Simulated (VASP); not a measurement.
A run of VASP 6.6.1 is set up as follows.

File POSCAR:

```
C
1.0
    3.5602834153      0.0000000000      0.0000000000
    0.0000000000     -3.5602834153      0.0000000000
    0.0000000000      0.0000000000     -3.5602834153
C
8
Direct
    0.5129731305     -0.0129731305     -0.0129731305
    0.0000000000      0.5000000000      0.0000000000
    0.0000000000      0.0000000000      0.5000000000
    0.5000000000      0.5000000000      0.5000000000
    0.7500000000      0.7500000000      0.7500000000
    0.2500000000      0.2500000000      0.7500000000
    0.2500000000      0.7500000000      0.2500000000
    0.7500000000      0.2500000000      0.2500000000
```

File INCAR.step1:

```
SYSTEM = C
ALGO = Normal ; EDIFF = 1E-4
ENCUT = 520 ; GGA = PE
ISMEAR = 0 ; LASPH = .TRUE.
LCHARG = .FALSE. ; LREAL = .FALSE.
LWAVE = .TRUE. ; NBANDS = 26
NELM = 80 ; PREC = Accurate
SIGMA = 0.05
```

INCAR.step2

```
SYSTEM = C
ALGO = Normal ; EDIFF = 1E-7
ENCUT = 520 ; ISIF = 2
ISMEAR = 0 ; ISTART = 1
LASPH = .TRUE. ; LCHARG = .TRUE.
LELF = .TRUE. ; LMIXTAU = .TRUE.
LREAL = .FALSE. ; LVHAR = .TRUE.
LWAVE = .FALSE. ; METAGGA = R2SCAN
NBANDS = 26 ; NELM = 80
PREC = Accurate ; SIGMA = 0.05
```

File KPOINTS:

```
k-points
0
G
  6 6 6
  0 0 0
```

Potentials or basis: VASP PAW PBE potentials, release 64 (C).

Launch:

```bash
$ cat potpaw_PBE.64/C/POTCAR > POTCAR
$ cp INCAR.step1 INCAR
$ mpirun -np 1 vasp_std > vasp.out
$ cp INCAR.step2 INCAR
$ mpirun -np 1 vasp_std > vasp.out
```

Problem. Predict the largest force.

Solution. 4.102 eV/Å.

Problem. Predict the band gap on the k mesh.

Solution. 4.12 eV.

Forces in eV/Å, atoms in the order of the input:
```
C   -2.368 -2.368 -2.368
C    0.312  0.312 -0.293
C    0.312 -0.293  0.312
C   -0.293  0.312  0.312
C    0.957  0.957  0.957
C    0.439  0.439  0.203
C    0.439  0.203  0.439
C    0.203  0.439  0.439
```

Caveat: the cell differs from its parent crystal (atom 1 (C) moved +0.080 Å towards its neighbour atom 5 (C) at 1.542 Å); the PAW data sets were made with another functional, which shifts forces and pressure a little. A k mesh can miss the band edges.
